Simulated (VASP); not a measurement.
# ZnF2 (P4_2/mnm) in VASP: further runs, part 2 of 2

VASP 6.6.1.

**3. Single point, r2SCAN (11.18 Å³/atom)**

This run uses another cell than the first one, of 11.18 Å³/atom.

The input, POSCAR:

```
ZnF2
1.0
    4.6558527624      0.0000000000      0.0000000000
    0.0000000000      4.6558527624      0.0000000000
    0.0000000000      0.0000000000      3.0952005191
Zn F
2 4
Direct
    0.0000000000      0.0000000000      0.0000000000
    0.5000000000      0.5000000000      0.5000000000
    0.3031901719      0.3031901719      0.0000000000
    0.1968098281      0.8031901719      0.5000000000
    0.8031901719      0.1968098281      0.5000000000
    0.6968098281      0.6968098281      0.0000000000
```

The input, INCAR.step1:

```
PREC = Accurate
ENCUT = 660
ISMEAR = 0
SIGMA = 0.01
LREAL = False
LASPH = True
NELM = 120
NBANDS = 35
GGA = PE
ALGO = Normal
EDIFF = 1E-5
LWAVE = True
LCHARG = False
GGA_COMPAT = False
```

The input, INCAR.step2:

```
PREC = Accurate
ENCUT = 660
EDIFF = 1E-6
ISMEAR = 0
SIGMA = 0.01
LREAL = False
LASPH = True
NELM = 120
ALGO = Normal
ISIF = 2
LWAVE = False
LCHARG = True
METAGGA = R2SCAN
LMIXTAU = True
LELF = True
LVHAR = True
NBANDS = 35
ISTART = 1
GGA_COMPAT = False
```

The input, KPOINTS:

```
Automatic mesh
0
Gamma
  4 4 6
```

Potentials or basis: VASP PAW PBE potentials, release 64 (Zn, F).

On the command line:

```bash
$ cat potpaw_PBE.64/Zn/POTCAR potpaw_PBE.64/F/POTCAR > POTCAR
$ cp INCAR.step1 INCAR
$ mpirun -np 1 vasp_std > vasp.out
$ cp INCAR.step2 INCAR
$ mpirun -np 1 vasp_std > vasp.out
```

OUTCAR:

```text
PREC = Accurate
   ENCUT = 660
   EDIFF = 1E-6
   ISMEAR = 0
   LREAL = False
   LASPH = True
   NELM = 120
   ISIF = 2
   METAGGA = R2SCAN
   ISTART = 1

 ion  position               nearest neighbor table
   1  0.000  0.000  0.000-   3 2.00   6 2.00   5 2.02   4 2.02   4 2.02   5 2.02
   2  0.500  0.500  0.500-   4 2.00   5 2.00   3 2.02   6 2.02   3 2.02   6 2.02
   3  0.303  0.303  0.000-   1 2.00   2 2.02   2 2.02
   4  0.197  0.803  0.500-   2 2.00   1 2.02   1 2.02
   5  0.803  0.197  0.500-   2 2.00   1 2.02   1 2.02
   6  0.697  0.697  0.000-   1 2.00   2 2.02   2 2.02

  LATTYP: Found a simple tetragonal cell.
 ALAT       =     4.6558527624
 C/A-ratio  =     0.6647977668

  Lattice vectors:

 A1 = (   4.6558527624,   0.0000000000,   0.0000000000)
 A2 = (   0.0000000000,   4.6558527624,   0.0000000000)
 A3 = (   0.0000000000,   0.0000000000,   3.0952005191)

Analysis of symmetry for initial positions (statically):
=====================================================================
 Subroutine PRICEL returns:
[... 184 lines left out ...]
 cond. band min:       3.0093585400   @ k =   0.0000   0.0000   0.0000
 fundamental gap:      4.2721083030
 Fermi energy:        -1.1294029918

 k-point     1 :       0.0000    0.0000    0.0000
  band No.  band energies     occupation
      1     -24.7044      2.00000
      2     -23.9036      2.00000
      3     -23.9036      2.00000
      4     -23.8644      2.00000
      5      -7.8852      2.00000
      6      -6.9810      2.00000
[... 901 lines left out ...]
     34      12.3122      0.00000
     35      16.8802      0.00000

------------------------ aborting loop because EDIFF is reached ----------------------------------------

  FORCE on cell =-STRESS in cart. coord.  units (eV):
  Direction    XX          YY          ZZ          XY          YZ          ZX
  --------------------------------------------------------------------------------------
  -------------------------------------------------------------------------------------
  Total        1.7071805      1.7071805      2.2255194      0.0000000      0.0000000      0.0000000
  in kB       40.7664381     40.7664381     53.1440555      0.0000000      0.0000000      0.0000000
  external PRESSURE =      44.8923105 kB  Pullay stress =       0.0000000 kB

 VOLUME and BASIS-vectors are now :
 -----------------------------------------------------------------------------
  energy-cutoff  :      660.00
  volume of cell :       67.09
      direct lattice vectors                 reciprocal lattice vectors
     4.655852762  0.000000000  0.000000000     0.214783424  0.000000000  0.000000000
     0.000000000  4.655852762  0.000000000     0.000000000  0.214783424  0.000000000
     0.000000000  0.000000000  3.095200519     0.000000000  0.000000000  0.323080845

 POSITION                                       TOTAL-FORCE (eV/Angst)
 -----------------------------------------------------------------------------------
      0.00000      0.00000      0.00000         0.000000     -0.000000     -0.000000
      2.32793      2.32793      1.54760         0.000000     -0.000000     -0.000000
      1.41161      1.41161      0.00000        -0.046513     -0.046513      0.000000
      0.91632      3.73954      1.54760         0.046513     -0.046513     -0.000000
      3.73954      0.91632      1.54760        -0.046513      0.046513     -0.000000
      3.24424      3.24424      0.00000         0.046513      0.046513     -0.000000
 -----------------------------------------------------------------------------------
    total drift:                                0.000000     -0.000000      0.000000

  FREE ENERGIE OF THE ION-ELECTRON SYSTEM (eV)
  ---------------------------------------------------
  free  energy   TOTEN  =       -45.6496932064 eV

  energy  without entropy=      -45.6496932064  energy(sigma->0) =      -45.64969321
```

It took 1.8 min on 1 thread of Intel Xeon 6975P-C (Granite Rapids), shared host; peak memory 0.24 GiB.

Results:

* Free energy: -45.6497 eV
* Pressure: 4.5 GPa
* Largest force: 0.066 eV/Å
* Band gap on the k mesh: 4.27 eV

Forces in eV/Å, atoms in the order of the input:
```
Zn   0.000  0.000  0.000
Zn   0.000  0.000  0.000
F   -0.047 -0.047  0.000
F    0.047 -0.047  0.000
F   -0.047  0.047  0.000
F    0.047  0.047  0.000
```

Stress tensor (GPa, compression positive):
```
4.08 0.00 0.00
0.00 4.08 0.00
0.00 0.00 5.31
```

Caveat: the cell stands under pressure; the structure was generated, so it needn't be the stable form of ZnF2; the PAW data sets were made with another functional, which shifts forces and pressure a little.

**4. Single point, r2SCAN**

This run uses another cell than the first one, of 11.53 Å³/atom.

POSCAR: that of step 3 with these lines changed.

```diff
@@ -2,5 +2,5 @@
 1.0
-    4.6558527624      0.0000000000      0.0000000000
-    0.0000000000      4.6558527624      0.0000000000
-    0.0000000000      0.0000000000      3.0952005191
+    4.7033647456      0.0000000000      0.0000000000
+    0.0000000000      4.7033647456      0.0000000000
+    0.0000000000      0.0000000000      3.1267863794
 Zn F
```

The input, INCAR.step1:

```
PREC     = Accurate       # precision mode
ENCUT    = 660            # plane-wave cutoff, eV
ISMEAR   = 0              # smearing method
SIGMA    = 0.01           # smearing width, eV
LREAL    = False          # projectors in reciprocal space
LASPH    = True           # aspherical terms in the spheres
NELM     = 120            # most SCF steps
NBANDS   = 35             # bands
GGA      = PE             # functional
ALGO     = Normal         # electronic algorithm
EDIFF    = 1E-5           # SCF threshold, eV
LWAVE    = True           # write WAVECAR
LCHARG   = False          # write CHGCAR
GGA_COMPAT= False
```

The input, INCAR.step2:

```
PREC     = Accurate       # precision mode
ENCUT    = 660            # plane-wave cutoff, eV
EDIFF    = 1E-6           # SCF threshold, eV
ISMEAR   = 0              # smearing method
SIGMA    = 0.01           # smearing width, eV
LREAL    = False          # projectors in reciprocal space
LASPH    = True           # aspherical terms in the spheres
NELM     = 120            # most SCF steps
ALGO     = Normal         # electronic algorithm
ISIF     = 2              # what is computed and relaxed
LWAVE    = False          # write WAVECAR
LCHARG   = False          # write CHGCAR
METAGGA  = R2SCAN         # meta-GGA
LMIXTAU  = True         
NBANDS   = 35             # bands
ISTART   = 1            
GGA_COMPAT= False
```

KPOINTS is that of step 3.

Potentials or basis: VASP PAW PBE potentials, release 64 (Zn, F).

On the command line:

```bash
$ cat potpaw_PBE.64/Zn/POTCAR potpaw_PBE.64/F/POTCAR > POTCAR
$ cp INCAR.step1 INCAR
$ mpirun -np 1 vasp_std > vasp.out
$ cp INCAR.step2 INCAR
$ mpirun -np 1 vasp_std > vasp.out
```

OUTCAR:

```text
PREC = Accurate
   ENCUT = 660
   EDIFF = 1E-6
   ISMEAR = 0
   LREAL = False
   LASPH = True
   NELM = 120
   ISIF = 2
   METAGGA = R2SCAN
   ISTART = 1

 ion  position               nearest neighbor table
   1  0.000  0.000  0.000-   3 2.02   6 2.02   5 2.04   4 2.04   4 2.04   5 2.04
   2  0.500  0.500  0.500-   4 2.02   5 2.02   3 2.04   6 2.04   3 2.04   6 2.04
   3  0.303  0.303  0.000-   1 2.02   2 2.04   2 2.04
   4  0.197  0.803  0.500-   2 2.02   1 2.04   1 2.04
   5  0.803  0.197  0.500-   2 2.02   1 2.04   1 2.04
   6  0.697  0.697  0.000-   1 2.02   2 2.04   2 2.04

  LATTYP: Found a simple tetragonal cell.
 ALAT       =     4.7033647456
 C/A-ratio  =     0.6647977668

  Lattice vectors:

 A1 = (   4.7033647456,   0.0000000000,   0.0000000000)
 A2 = (   0.0000000000,   4.7033647456,   0.0000000000)
 A3 = (   0.0000000000,   0.0000000000,   3.1267863794)

Analysis of symmetry for initial positions (statically):
=====================================================================
 Subroutine PRICEL returns:
[... 184 lines left out ...]
 cond. band min:       2.6081219947   @ k =   0.0000   0.0000   0.0000
 fundamental gap:      4.2190891801
 Fermi energy:        -1.5573140143

 k-point     1 :       0.0000    0.0000    0.0000
  band No.  band energies     occupation
      1     -24.7512      2.00000
      2     -24.0093      2.00000
      3     -24.0093      2.00000
      4     -23.9709      2.00000
      5      -7.9112      2.00000
      6      -7.0741      2.00000
[... 901 lines left out ...]
     34      11.8708      0.00000
     35      16.4275      0.00000

------------------------ aborting loop because EDIFF is reached ----------------------------------------

  FORCE on cell =-STRESS in cart. coord.  units (eV):
  Direction    XX          YY          ZZ          XY          YZ          ZX
  --------------------------------------------------------------------------------------
  -------------------------------------------------------------------------------------
  Total        0.1064949      0.1064949      0.2129473      0.0000000      0.0000000      0.0000000
  in kB        2.4667426      2.4667426      4.9325018      0.0000000      0.0000000      0.0000000
  external PRESSURE =       3.2886623 kB  Pullay stress =       0.0000000 kB

 VOLUME and BASIS-vectors are now :
 -----------------------------------------------------------------------------
  energy-cutoff  :      660.00
  volume of cell :       69.17
      direct lattice vectors                 reciprocal lattice vectors
     4.703364746  0.000000000  0.000000000     0.212613747  0.000000000  0.000000000
     0.000000000  4.703364746  0.000000000     0.000000000  0.212613747  0.000000000
     0.000000000  0.000000000  3.126786379     0.000000000  0.000000000  0.319817179

 POSITION                                       TOTAL-FORCE (eV/Angst)
 -----------------------------------------------------------------------------------
      0.00000      0.00000      0.00000         0.000000      0.000000     -0.000000
      2.35168      2.35168      1.56339         0.000000      0.000000     -0.000000
      1.42601      1.42601      0.00000        -0.010318     -0.010318      0.000000
      0.92567      3.77770      1.56339         0.010318     -0.010318     -0.000000
      3.77770      0.92567      1.56339        -0.010318      0.010318     -0.000000
      3.27735      3.27735      0.00000         0.010318      0.010318     -0.000000
 -----------------------------------------------------------------------------------
    total drift:                                0.000000     -0.000000      0.000000

  FREE ENERGIE OF THE ION-ELECTRON SYSTEM (eV)
  ---------------------------------------------------
  free  energy   TOTEN  =       -45.6869820476 eV

  energy  without entropy=      -45.6869820476  energy(sigma->0) =      -45.68698205
```

Run time: 1.8 min. Hardware: 1 thread of Intel Xeon 6975P-C (Granite Rapids), shared host; peak memory 0.24 GiB.

What came out:

```yaml
Free_energy: -45.6870 eV
Pressure: 0.3 GPa
Largest_force: 0.015 eV/Å
Band_gap_on_the_k_mesh: 4.22 eV
```

Forces on the atoms (eV/Å):
```
Zn   0.000  0.000  0.000
Zn   0.000  0.000  0.000
F   -0.010 -0.010  0.000
F    0.010 -0.010  0.000
F   -0.010  0.010  0.000
F    0.010  0.010  0.000
```

Levels at points of the mesh, in eV from the valence-band top:
| k point | band 23 | band 24 | band 25 | band 26 | band 27 | band 28 | band 29 | band 30 |
| --- | --- | --- | --- | --- | --- | --- | --- | --- |
| (0.00, 0.00, 0.00) | -1.35 | -0.37 | -0.37 | 0.00 | 4.22 | 10.26 | 10.43 | 10.43 |
| (0.50, 0.00, 0.00) | -0.67 | -0.67 | -0.46 | -0.46 | 6.84 | 6.84 | 11.35 | 11.35 |
| (0.50, 0.50, 0.00) | -1.37 | -1.37 | -0.39 | -0.39 | 7.84 | 7.84 | 9.88 | 9.88 |
| (0.00, 0.00, 0.50) | -1.29 | -1.29 | -1.25 | -1.25 | 9.12 | 9.12 | 12.81 | 12.81 |
| (0.50, 0.00, 0.50) | -1.43 | -1.43 | -0.07 | -0.07 | 9.69 | 9.69 | 11.16 | 11.16 |
| (0.50, 0.50, 0.50) | -1.25 | -1.25 | -0.81 | -0.81 | 9.03 | 9.03 | 12.23 | 12.23 |

Caveat: the structure was generated, so it needn't be the stable form of ZnF2; the PAW data sets were made with another functional, which shifts forces and pressure a little.

**5. Single point, r2SCAN (11.87 Å³/atom)**

This run uses another cell than the first one, of 11.87 Å³/atom.

POSCAR: that of step 4 with these lines changed.

```diff
@@ -2,5 +2,5 @@
 1.0
-    4.7033647456      0.0000000000      0.0000000000
-    0.0000000000      4.7033647456      0.0000000000
-    0.0000000000      0.0000000000      3.1267863794
+    4.7499357421      0.0000000000      0.0000000000
+    0.0000000000      4.7499357421      0.0000000000
+    0.0000000000      0.0000000000      3.1577466739
 Zn F
```

The input, INCAR.step1:

```
SYSTEM = ZnF2
  ALGO = Normal
  EDIFF = 1E-5
  ENCUT = 660
  GGA = PE
  GGA_COMPAT = .False.
  ISMEAR = 0
  LASPH = .True.
  LCHARG = .False.
  LREAL = .False.
  LWAVE = .True.
  NBANDS = 35
  NELM = 120
  PREC = Accurate
  SIGMA = 0.01
```

The input, INCAR.step2:

```
SYSTEM = ZnF2
  ALGO = Normal
  EDIFF = 1E-6
  ENCUT = 660
  GGA_COMPAT = .False.
  ISIF = 2
  ISMEAR = 0
  ISTART = 1
  LASPH = .True.
  LCHARG = .False.
  LMIXTAU = .True.
  LREAL = .False.
  LWAVE = .False.
  METAGGA = R2SCAN
  NBANDS = 35
  NELM = 120
  PREC = Accurate
  SIGMA = 0.01
```

The input, KPOINTS:

```
k-points
0
Gamma
  4 4 6
  0 0 0
```

On the command line:

```bash
$ cat potpaw_PBE.64/Zn/POTCAR potpaw_PBE.64/F/POTCAR > POTCAR
$ cp INCAR.step1 INCAR
$ mpirun -np 1 vasp_std > vasp.out
$ cp INCAR.step2 INCAR
$ mpirun -np 1 vasp_std > vasp.out
```

Wall time 1.9 min (1 thread of Intel Xeon 6975P-C (Granite Rapids), shared host); peak memory 0.24 GiB.

Results (log left out):

```
Free energy            : -45.6749 eV
Pressure               : -3.1 GPa
Largest force          : 0.031 eV/Å
Band gap on the k mesh : 4.17 eV
```

Forces in eV/Å, atoms in the order of the input:
```
Zn   0.000  0.000  0.000
Zn   0.000  0.000  0.000
F    0.022  0.022  0.000
F   -0.022  0.022  0.000
F    0.022 -0.022  0.000
F   -0.022 -0.022  0.000
```

Stress tensor (GPa, compression positive):
```
-2.92  0.00  0.00
 0.00 -2.92  0.00
 0.00  0.00 -3.45
```

Levels at points of the mesh, in eV from the valence-band top:
```tsv
k point	band 22	band 23	band 24	band 25	band 26	band 27	band 28	band 29	band 30	band 31
(0.00, 0.00, 0.00)	-1.52	-1.18	-0.34	-0.34	0.00	4.17	10.06	10.41	10.41	14.09
(0.50, 0.00, 0.00)	-1.58	-0.63	-0.63	-0.42	-0.42	6.75	6.75	11.31	11.31	13.74
(0.50, 0.50, 0.00)	-1.50	-1.25	-1.25	-0.36	-0.36	7.69	7.69	9.84	9.84	15.41
(0.00, 0.00, 0.50)	-1.36	-1.25	-1.25	-1.20	-1.20	8.96	8.96	12.69	12.69	13.94
(0.50, 0.00, 0.50)	-1.77	-1.32	-1.32	-0.05	-0.05	9.50	9.50	11.10	11.10	14.76
(0.50, 0.50, 0.50)	-1.47	-1.20	-1.20	-0.77	-0.77	8.87	8.87	12.22	12.22	13.07
```

Caveat: the cell stands under tension; the structure was generated, so it needn't be the stable form of ZnF2; the PAW data sets were made with another functional, which shifts forces and pressure a little.

**6. Single point, r2SCAN (12.22 Å³/atom)**

This run uses another cell than the first one, of 12.22 Å³/atom.

POSCAR: that of step 5 with these lines changed.

```diff
@@ -2,5 +2,5 @@
 1.0
-    4.7499357421      0.0000000000      0.0000000000
-    0.0000000000      4.7499357421      0.0000000000
-    0.0000000000      0.0000000000      3.1577466739
+    4.7956110031      0.0000000000      0.0000000000
+    0.0000000000      4.7956110031      0.0000000000
+    0.0000000000      0.0000000000      3.1881114855
 Zn F
```

The input, INCAR.step1:

```
SYSTEM = ZnF2
ALGO = Normal
EDIFF = 1E-5
ENCUT = 660
GGA = PE
GGA_COMPAT = .False.
ISMEAR = 0
LASPH = .True.
LCHARG = .False.
LREAL = .False.
LWAVE = .True.
NBANDS = 35
NELM = 120
PREC = Accurate
SIGMA = 0.01
```

The input, INCAR.step2:

```
SYSTEM = ZnF2
ALGO = Normal
EDIFF = 1E-6
ENCUT = 660
GGA_COMPAT = .False.
ISIF = 2
ISMEAR = 0
ISTART = 1
LASPH = .True.
LCHARG = .True.
LELF = .True.
LMIXTAU = .True.
LREAL = .False.
LVHAR = .True.
LWAVE = .False.
METAGGA = R2SCAN
NBANDS = 35
NELM = 120
PREC = Accurate
SIGMA = 0.01
```

KPOINTS is that of step 5.

Potentials or basis: VASP PAW PBE potentials, release 64 (Zn, F).

On the command line:

```bash
$ cat potpaw_PBE.64/Zn/POTCAR potpaw_PBE.64/F/POTCAR > POTCAR
$ cp INCAR.step1 INCAR
$ mpirun -np 1 vasp_std > vasp.out
$ cp INCAR.step2 INCAR
$ mpirun -np 1 vasp_std > vasp.out
```

Wall time 2.7 min (1 thread of Intel Xeon Platinum 8488C (Sapphire Rapids), shared host); peak memory 0.25 GiB.

Results (log left out):

- Free energy: -45.6216 eV
- Pressure: -6.0 GPa
- Largest force: 0.073 eV/Å
- Band gap on the k mesh: 4.12 eV

Forces in eV/Å, atoms in the order of the input:
```
Zn   0.000  0.000  0.000
Zn   0.000  0.000  0.000
F    0.052  0.052  0.000
F   -0.052  0.052  0.000
F    0.052 -0.052  0.000
F   -0.052 -0.052  0.000
```

Stress tensor (GPa, compression positive):
```
-5.66  0.00  0.00
 0.00 -5.66  0.00
 0.00  0.00 -6.75
```

Levels at points of the mesh, in eV from the valence-band top:
```
           k point  band 22  band 23  band 24  band 25  band 26  band 27  band 28  band 29  band 30  band 31
(0.00, 0.00, 0.00)    -1.35    -1.02    -0.31    -0.31     0.00     4.12     9.87    10.39    10.39    14.05
(0.50, 0.00, 0.00)    -1.44    -0.59    -0.59    -0.38    -0.38     6.66     6.66    11.26    11.26    13.61
(0.50, 0.50, 0.00)    -1.49    -1.14    -1.14    -0.32    -0.32     7.55     7.55     9.81     9.81    15.27
(0.00, 0.00, 0.50)    -1.25    -1.22    -1.22    -1.15    -1.15     8.80     8.80    12.56    12.56    13.85
(0.50, 0.00, 0.50)    -1.59    -1.22    -1.22    -0.03    -0.03     9.31     9.31    11.03    11.03    14.62
(0.50, 0.50, 0.50)    -1.33    -1.15    -1.15    -0.73    -0.73     8.71     8.71    12.21    12.21    12.92
```

Caveat: the cell stands under tension; the structure was generated, so it needn't be the stable form of ZnF2; the PAW data sets were made with another functional, which shifts forces and pressure a little.

**7. Summary**

| cell | gap on the mesh (eV) | pressure (GPa) | largest force (eV/Å) |
| --- | --- | --- | --- |
| a = 4.607, b = 4.607, c = 3.063 Å, 6 atoms | 4.33 | 9.4 | 0.12 |
| a = 4.656, b = 4.656, c = 3.095 Å, 6 atoms | 4.27 | 4.5 | 0.07 |
| a = 4.703, b = 4.703, c = 3.127 Å, 6 atoms | 4.22 | 0.3 | 0.01 |
| a = 4.750, b = 4.750, c = 3.158 Å, 6 atoms | 4.17 | -3.1 | 0.03 |
| a = 4.796, b = 4.796, c = 3.188 Å, 6 atoms | 4.12 | -6.0 | 0.07 |

Alike in all rows: task single point; level r2SCAN; potentials or basis VASP PAW PBE potentials, release 64 (Zn, F); no spin polarisation; k mesh 4 × 4 × 6; cutoff (eV) 660; smearing gaussian 0.01 eV.

Caveats: the structure was generated, so it needn't be the stable form of ZnF2; the PAW data sets were made with another functional, which shifts forces and pressure a little; the cell stands under pressure (at least some runs); the cell stands under tension (at least some runs).

Total energies depend on the potentials used, so only differences within one code and one set of settings carry meaning.
